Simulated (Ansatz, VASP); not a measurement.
Ir in VASP and in Ansatz

File INCAR:

```
SYSTEM = Ir
ALGO = Fast ; EDIFF = 1E-6
ENCUT = 520 ; ISIF = 2
ISMEAR = 0 ; LASPH = .TRUE.
LCHARG = .FALSE. ; LREAL = .FALSE.
LWAVE = .FALSE. ; NBANDS = 10
NELM = 60 ; PREC = Accurate
SIGMA = 0.15
```

Contents of KPOINTS:

```
k-points
0
G
  22 22 22
  0 0 0
```

The input POSCAR:

```
Ir
1.0
    0.0000000000      1.9550781403      1.8098158345
    1.9550781403      0.0000000000      1.8098158345
    1.9550781403      1.9550781403      0.0000000000
Ir
1
Direct
    0.0000000000      0.0000000000      0.0000000000
```

Input for Ansatz:

```yaml
crystal:
  lattice:
    - [0.0, 1.9550781403, 1.8098158345]
    - [1.9550781403, 0.0, 1.8098158345]
    - [1.9550781403, 1.9550781403, 0.0]
  atoms:
    - { symbol: Ir, position: [0.0, 0.0, 0.0] }
basis:
  ecutwfc: 420
kpoints:
  mp_grid: { grid: [22, 22, 22] }
hamiltonian:
  xc: lda
  pseudopotentials: { kind: paw, azcp: { folder: soft_1 } }
scf:
  occupations: { method: gaussian, width: 0.15 }
output:
  forces: true
  stress: true
  eigenvalues: true
```

Alike in both runs: task single point; functional LDA; k mesh 22 × 22 × 22; occupations gaussian, width 0.15 eV; no spin polarisation.

```csv
,VASP,Ansatz
version,VASP 6.6.1,Ansatz 0.2.0
potentials or method,"VASP PAW LDA potentials, release 64 (Ir), cutoff 520 eV","scalar-relativistic, plane waves, PAW"
valence electrons in the cell,9,17
```

```tsv
	VASP	Ansatz	Ansatz less VASP
gap on the k mesh at the Fermi level (eV)	none	none	-
pressure (GPa)	4.0	1.5	-2.54
traceless stress, the component that is largest in VASP (GPa)	19.06	19.16	+0.103
```

Ansatz warns that its potentials were made for another functional, while VASP's fit it. LDA's correlation is that of Perdew and Zunger in VASP and of Perdew and Wang (1992) in Ansatz. A gap of «none» marks a metal or a gap that the smearing closes. VASP's potentials hold 9 valence electrons a cell and Ansatz's 17, so a difference there can come from the potentials and not from the codes.

Spin-orbit coupling is off throughout.
